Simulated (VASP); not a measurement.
# Pd (P6_3/mmc) in VASP: notebook, part 2 of 2

VASP 6.6.1.

## Step 4: Single point, revPBE, collinear spin (17.62 Å³/atom)

This run uses another cell than the first one, of 17.62 Å³/atom.

File INCAR:

```
  PREC = Accurate
  ENCUT = 520
  EDIFF = 1E-7
  ISMEAR = -1
  SIGMA = 0.05
  LREAL = False
  LASPH = True
  NELM = 150
  ALGO = Normal
  ISIF = 2
  LWAVE = False
  LCHARG = False
  ISPIN = 2
  MAGMOM = 0.349 0.349
  LORBIT = 11
  LMAXMIX = 4
  GGA = RE
  NBANDS = 21
```

File KPOINTS:

```
regular mesh
0
Gamma
  15 15 8
```

File POSCAR:

```
Pd
1.0
    2.8934536160      0.0000000000      0.0000000000
   -1.4467268080      2.5058043361      0.0000000000
    0.0000000000      0.0000000000      4.8591051780
Pd
2
Direct
    0.3333333333      0.6666666667      0.2500000000
    0.6666666667      0.3333333333      0.7500000000
```

On the command line:

```bash
$ cat potpaw_PBE.64/Pd/POTCAR > POTCAR
$ mpirun -np 1 vasp_std > vasp.out
```

Run time: 2.7 min. Hardware: 1 thread of Intel Xeon 8259CL, shared host; peak memory 0.27 GiB.

Results (log left out):

```
Free energy                                           : -9.2930 eV
Pressure                                              : -12.4 GPa
Net moment                                            : 0.77 μB per cell
Site moments                                          : Pd +0.39 μB
Valence electrons inside the program's atomic spheres : Pd 9.15
```

Stress tensor (GPa, compression positive):
```
-12.20   0.00   0.00
  0.00 -12.20   0.00
  0.00   0.00 -12.79
```

Levels at points of the mesh, in eV from the Fermi level:
Spin up:
```csv
k point,band 7,band 8,band 9,band 10,band 11,band 12,band 13,band 14
"(0.00, 0.00, 0.00)",-1.99,-1.40,-1.40,-0.37,-0.37,1.19,5.57,16.84
"(0.00, 0.00, 0.50)",-2.26,-2.26,-0.72,-0.72,-0.72,-0.72,12.44,12.44
```
Spin down:
| k point | band 6 | band 7 | band 8 | band 9 | band 10 | band 11 | band 12 | band 13 | band 14 | band 15 |
| --- | --- | --- | --- | --- | --- | --- | --- | --- | --- | --- |
| (0.00, 0.00, 0.00) | -1.69 | -1.69 | -1.14 | -1.14 | -0.09 | -0.09 | 1.16 | 5.76 | 16.80 | 18.01 |
| (0.00, 0.00, 0.50) | -1.98 | -1.98 | -1.98 | -0.44 | -0.44 | -0.44 | -0.44 | 12.50 | 12.50 | 17.18 |

Caveat: the cell stands under tension; the PAW data sets were made with another functional, which shifts forces and pressure a little.

## Step 5: Single point, revPBE, collinear spin (16.38 Å³/atom)

File INCAR:

```
ALGO     = Normal         # electronic algorithm
EDIFF    = 1E-7           # SCF threshold, eV
ENCUT    = 520            # plane-wave cutoff, eV
GGA      = RE             # functional
ISIF     = 2              # what is computed and relaxed
ISMEAR   = -1             # smearing method
ISPIN    = 2              # spin polarisation
LASPH    = True           # aspherical terms in the spheres
LCHARG   = False          # write CHGCAR
LMAXMIX  = 4              # l up to which the mixer works
LORBIT   = 11             # projections on sites
LREAL    = False          # projectors in reciprocal space
LWAVE    = False          # write WAVECAR
MAGMOM   = 0.36 0.36      # initial moments
NBANDS   = 21             # bands
NELM     = 150            # most SCF steps
PREC     = Accurate       # precision mode
SIGMA    = 0.05           # smearing width, eV
```

File KPOINTS:

```
k-points
0
Gamma
  15 15 8
```

File POSCAR:

```
Pd
1.0
    2.8305836777      0.0000000000      0.0000000000
   -1.4152918388      2.4513573724      0.0000000000
    0.0000000000      0.0000000000      4.7219254973
Pd
2
Direct
    0.3333333333      0.6666666667      0.2500000000
    0.6666666667      0.3333333333      0.7500000000
```

Potentials or basis: VASP PAW PBE potentials, release 64 (Pd).

On the command line:

```bash
$ cat potpaw_PBE.64/Pd/POTCAR > POTCAR
$ mpirun -np 1 vasp_std > vasp.out
```

OUTCAR:

```text
EDIFF = 1E-7
   ENCUT = 520
   GGA = RE
   ISIF = 2
   ISMEAR = -1
   ISPIN = 2
   LASPH = True
   LORBIT = 11
   LREAL = False
   NELM = 150
   PREC = Accurate

 ion  position               nearest neighbor table
   1  0.333  0.667  0.250-   2 2.87   2 2.87   2 2.87   2 2.87   2 2.87   2 2.87
   2  0.667  0.333  0.750-   1 2.87   1 2.87   1 2.87   1 2.87   1 2.87   1 2.87

  LATTYP: Found a hexagonal cell.
 ALAT       =     2.8305836777
 C/A-ratio  =     1.6681808542

  Lattice vectors:

 A1 = (   2.8305836777,   0.0000000000,   0.0000000000)
 A2 = (  -1.4152918388,   2.4513573724,   0.0000000000)
 A3 = (   0.0000000000,   0.0000000000,   4.7219254973)

Analysis of symmetry for initial positions (statically):
=====================================================================
 Subroutine PRICEL returns:
 Original cell was already a primitive cell.

 Routine SETGRP: Setting up the symmetry group for a
 hexagonal supercell.

 Subroutine GETGRP returns: Found 24 space group operations
 (whereof 12 operations were pure point group operations)
[... 767 lines left out ...]

 spin component 2

 k-point     1 :       0.0000    0.0000    0.0000
  band No.  band energies     occupation
      1       1.8715      1.00000
      2       3.7617      1.00000
      3       5.8514      1.00000
      4       6.0334      1.00000
      5       6.0334      1.00000
      6       6.3307      1.00000
[... 565 lines left out ...]
     20      32.8486      0.00000
     21      34.1126      0.00000

 [... further k-points ...]
[... 5 lines left out ...]
  --------------------------------------------------------------------------------------
  -------------------------------------------------------------------------------------
  Total       -1.1057474     -1.1057474     -1.1809956     -0.0000000     -0.0000000      0.0000000
  in kB      -54.0710427    -54.0710427    -57.7506794     -0.0000000     -0.0000000      0.0000000
  external PRESSURE =     -55.2975883 kB  Pullay stress =       0.0000000 kB

 VOLUME and BASIS-vectors are now :
 -----------------------------------------------------------------------------
  energy-cutoff  :      520.00
  volume of cell :       32.76
      direct lattice vectors                 reciprocal lattice vectors
     2.830583678  0.000000000  0.000000000     0.353284027  0.203968628  0.000000000
    -1.415291839  2.451357372  0.000000000     0.000000000  0.407937256  0.000000000
     0.000000000  0.000000000  4.721925497     0.000000000  0.000000000  0.211778013

 POSITION                                       TOTAL-FORCE (eV/Angst)
 -----------------------------------------------------------------------------------
     -0.00000      1.63424      1.18048         0.000000     -0.000000      0.000000
      1.41529      0.81712      3.54144        -0.000000      0.000000      0.000000
 -----------------------------------------------------------------------------------
    total drift:                               -0.000000      0.000000     -0.000000

  FREE ENERGIE OF THE ION-ELECTRON SYSTEM (eV)
  ---------------------------------------------------
  free  energy   TOTEN  =        -9.4350892550 eV

  energy  without entropy=       -9.4020716964  energy(sigma->0) =       -9.41858048

 total charge

# of ion       s       p       d       tot
------------------------------------------
    1        0.440   0.375   8.439   9.254
    2        0.440   0.375   8.439   9.254
--------------------------------------------------
tot          0.879   0.750  16.878  18.507

 magnetization (x)

# of ion       s       p       d       tot
------------------------------------------
    1       -0.003  -0.009   0.389   0.378
    2       -0.003  -0.009   0.389   0.378
--------------------------------------------------
tot         -0.005  -0.018   0.779   0.756
```

Run time: 3.5 min. Hardware: 1 thread of Intel Xeon 8259CL, shared host; peak memory 0.26 GiB.

What came out:

```yaml
Free_energy: -9.4351 eV
Pressure: -5.5 GPa
Net_moment: 0.75 μB per cell
Site_moments: Pd +0.38 μB
Valence_electrons_inside_the_program's_atomic_spheres: Pd 9.25
```

Caveat: the cell stands under tension; the PAW data sets were made with another functional, which shifts forces and pressure a little.

## Step 6: Single point, revPBE, collinear spin (17.01 Å³/atom)

This run uses another cell than the first one, of 17.01 Å³/atom.

File INCAR:

```
ALGO = Normal
EDIFF = 1E-7
ENCUT = 520
GGA = RE
ISIF = 2
ISMEAR = -1
ISPIN = 2
LASPH = T
LCHARG = F
LMAXMIX = 4
LORBIT = 11
LREAL = F
LWAVE = F
MAGMOM = 0.36 0.36
NBANDS = 21
NELM = 150
PREC = Accurate
SIGMA = 0.05
```

KPOINTS is that of step 5.

File POSCAR:

```
Pd
1.0
    2.8664176549      0.0000000000      0.0000000000
   -1.4332088274      2.4823905070      0.0000000000
    0.0000000000      0.0000000000      4.7817030520
Pd
2
Direct
    0.3333333333      0.6666666667      0.2500000000
    0.6666666667      0.3333333333      0.7500000000
```

Potentials or basis: VASP PAW PBE potentials, release 64 (Pd).

On the command line:

```bash
$ cat potpaw_PBE.64/Pd/POTCAR > POTCAR
$ mpirun -np 1 vasp_std > vasp.out
```

Wall time 3.6 min (1 thread of Intel Xeon 8259CL, shared host); peak memory 0.26 GiB.

Results (log left out):

```
Free energy                                           : -9.3758 eV
Pressure                                              : -9.5 GPa
Net moment                                            : 0.76 μB per cell
Site moments                                          : Pd +0.39 μB
Valence electrons inside the program's atomic spheres : Pd 9.20
```

Stress tensor (GPa, compression positive):
```
-9.44  0.00  0.00
 0.00 -9.44  0.00
 0.00  0.00 -9.66
```

Levels at points of the mesh, in eV from the Fermi level:
Spin up:
```csv
k point,band 6,band 7,band 8,band 9,band 10,band 11,band 12,band 13,band 14,band 15
"(0.00, 0.00, 0.00)",-2.08,-2.08,-1.50,-1.50,-0.38,-0.38,1.16,5.88,16.89,18.29
"(0.00, 0.00, 0.50)",-2.38,-2.38,-2.38,-0.75,-0.75,-0.75,-0.75,12.86,12.86,17.27
```
Spin down:
```csv
k point,band 8,band 9,band 10,band 11,band 12,band 13
"(0.00, 0.00, 0.00)",-1.24,-1.24,-0.10,-0.10,1.13,6.06
"(0.00, 0.00, 0.50)",-2.10,-0.47,-0.47,-0.47,-0.47,12.92
```

Caveat: the cell stands under tension; the PAW data sets were made with another functional, which shifts forces and pressure a little.

## Step 7: The runs side by side

| cell | gap on the mesh (eV) | pressure (GPa) | moment (μB) |
| --- | --- | --- | --- |
| a = 2.823, b = 2.823, c = 4.741 Å, angles 90.0, 90.0, 120.0°, 2 atoms | none | -5.3 | 0.74 |
| a = 2.859, b = 2.859, c = 4.801 Å, angles 90.0, 90.0, 120.0°, 2 atoms | none | -9.4 | 0.76 |
| a = 2.893, b = 2.893, c = 4.859 Å, angles 90.0, 90.0, 120.0°, 2 atoms | none | -12.4 | 0.77 |
| a = 2.831, b = 2.831, c = 4.722 Å, angles 90.0, 90.0, 120.0°, 2 atoms | none | -5.5 | 0.75 |
| a = 2.866, b = 2.866, c = 4.782 Å, angles 90.0, 90.0, 120.0°, 2 atoms | none | -9.5 | 0.76 |

Alike in all rows: task single point; level revPBE; potentials or basis VASP PAW PBE potentials, release 64 (Pd); spin collinear; k mesh 15 × 15 × 8; cutoff (eV) 520; smearing fermi-dirac 0.05 eV.

Caveats: the cell stands under tension; the PAW data sets were made with another functional, which shifts forces and pressure a little.

Absolute energies hang on the potentials; compare differences alone.
